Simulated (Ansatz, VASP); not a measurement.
One calculation of O, two programs

Contents of INCAR:

```
SYSTEM = O
ALGO = Normal
EDIFF = 1E-7
ENCUT = 520
GGA = PE
ISIF = 2
ISMEAR = 0
LASPH = .True.
LCHARG = .False.
LREAL = .False.
LWAVE = .False.
NBANDS = 13
NELM = 100
PREC = Accurate
SIGMA = 0.1
```

File KPOINTS:

```
k-points
0
Gamma
  6 6 6
  0 0 0
```

File POSCAR:

```
O
1.0
    2.7015000000     -1.7145000000      0.0000000000
    2.7015000000      1.7145000000      0.0000000000
   -1.9649900000      0.0000000000      3.7479900000
O
2
Direct
    0.0640000000      0.0640000000      0.1530000000
    0.9360000000      0.9360000000      0.8470000000
```

Input for Ansatz:

```yaml
crystal:
  lattice:
    - [2.7015, -1.7145, 0.0]
    - [2.7015, 1.7145, 0.0]
    - [-1.96499, 0.0, 3.74799]
  atoms:
    - { symbol: O, position: [0.064, 0.064, 0.153] }
    - { symbol: O, position: [0.936, 0.936, 0.847] }
basis:
  ecutwfc: 420
kpoints:
  mp_grid: { grid: [6, 6, 6] }
hamiltonian:
  xc: pbe
scf:
  occupations: { method: gaussian, width: 0.1 }
  lower_state_search: "off"
output:
  forces: true
  stress: true
  eigenvalues: true
```

Alike in both runs: task single point; functional PBE; k mesh 6 × 6 × 6; occupations gaussian, width 0.1 eV; no spin polarisation.

|  | VASP | Ansatz |
| --- | --- | --- |
| version | VASP 6.6.1 | Ansatz 0.2.0 |
| potentials or method | VASP PAW PBE potentials, release 64 (O), cutoff 520 eV | scalar-relativistic, plane waves, PAW |
| valence electrons in the cell | 12 | 12 |

```csv
,VASP,Ansatz,Ansatz less VASP
gap on the k mesh at the Fermi level (eV),none,none,-
pressure (GPa),11.1,7.4,-3.66
"traceless stress, the component that is largest in VASP (GPa)",30.92,23.12,-7.804
rms of the force components (eV/Å),4.622,3.322,-1.3005
```

Atom by atom the forces differ by 1.301 eV/Å (rms over components). A gap of «none» marks a metal or a gap that the smearing closes. With one functional, cell and mesh, what is left measures potentials, basis and numerics.

The k mesh is coarse, so the values compare programs but aren't converged. Noted on VASP's run: the standard files for N, O and F lose accuracy on very short bonds; spin is off for a triplet molecule.
